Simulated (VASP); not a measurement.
Here is a VASP 6.6.1 calculation.

Contents of INCAR:

```
SYSTEM = LuAlP2
ALGO = Normal ; EDIFF = 1E-6
ENCUT = 520 ; GGA = PS
ISIF = 2 ; ISMEAR = -1
LASPH = .True. ; LCHARG = .False.
LREAL = .False. ; LWAVE = .False.
NBANDS = 27 ; NELM = 100
PREC = Accurate ; SIGMA = 0.02
```

The input KPOINTS:

```
k-points
0
Gamma
  6 6 4
  0 0 0
```

POSCAR

```
LuAlP2
1.0
    3.7551134063      0.0000000000      0.0000000000
    0.0000000000      3.7551134063      0.0000000000
    0.0000000000      0.0000000000      5.4322892763
Al P Lu
1 2 1
Direct
    0.0000000000      0.0000000000      0.0000000000
    0.0000000000      0.0000000000      0.5000000000
    0.5000000000      0.5000000000      0.0000000000
    0.5000000000      0.5000000000      0.5000000000
```

Potentials or basis: VASP PAW PBE potentials, release 64 (Al, P, Lu).

Command:

```bash
$ cat potpaw_PBE.64/Al/POTCAR potpaw_PBE.64/P/POTCAR potpaw_PBE.64/Lu/POTCAR > POTCAR
$ mpirun -np 1 vasp_std > vasp.out
```

(1) What does it give for the pressure?

(2) Predict the band gap on the k mesh.

Answers

(1) -2.2 GPa.

(2) zero (bands 19 and 20 overlap by 1.25 eV).

Caveat: the PAW data sets were made with another functional, which shifts forces and pressure a little; spin-orbit coupling is left out, which moves the levels of the heavy elements.
